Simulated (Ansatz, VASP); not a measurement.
**Two plane-wave programs on Na5ZrO2**

```
Na Zr O
1.0
     3.95000    0.00000    0.00000
     0.00000    3.95000    0.00000
     0.00000    0.00000    8.40000
Na Zr O
5 1 2
Direct
  0.50000 0.50000 0.00000
  0.00000 0.00000 0.66000
  0.00000 0.00000 0.34000
  0.50000 0.50000 0.66000
  0.50000 0.50000 0.34000
  0.00000 0.00000 0.00000
  0.00000 0.50000 0.15000
  0.50000 0.00000 0.85000
```

Alike in both runs: task relaxation of cell and atoms; functional PBE; k mesh 4 × 4 × 2; occupations gaussian, width 0.2 eV; no spin polarisation.

|  | VASP | Ansatz |
| --- | --- | --- |
| version | VASP 6.6.1 | Ansatz 0.2.0 |
| potentials or method | VASP PAW PBE potentials, release 64 (Na_pv, Zr_sv, O), cutoff 600 eV | scalar-relativistic, plane waves, PAW |
| valence electrons in the cell | 59 | 69 |

```tsv
	VASP	Ansatz	Ansatz less VASP
gap on the k mesh at the Fermi level, each at its own relaxed structure (eV)	none	none	-
relaxed volume (Å³/atom)	24.22	24.36	+0.142
relaxed cell length with the largest relative difference (Å)	4.312	4.326	+0.0140
```

A gap of «none» marks a metal or a gap that the smearing closes. VASP's potentials hold 59 valence electrons a cell and Ansatz's 69, so a difference there can come from the potentials and not from the codes.

The k mesh is coarse, so the values compare programs but aren't converged. Noted on VASP's run: the volume moved by over 15 % at a fixed basis, so the end points are rough.
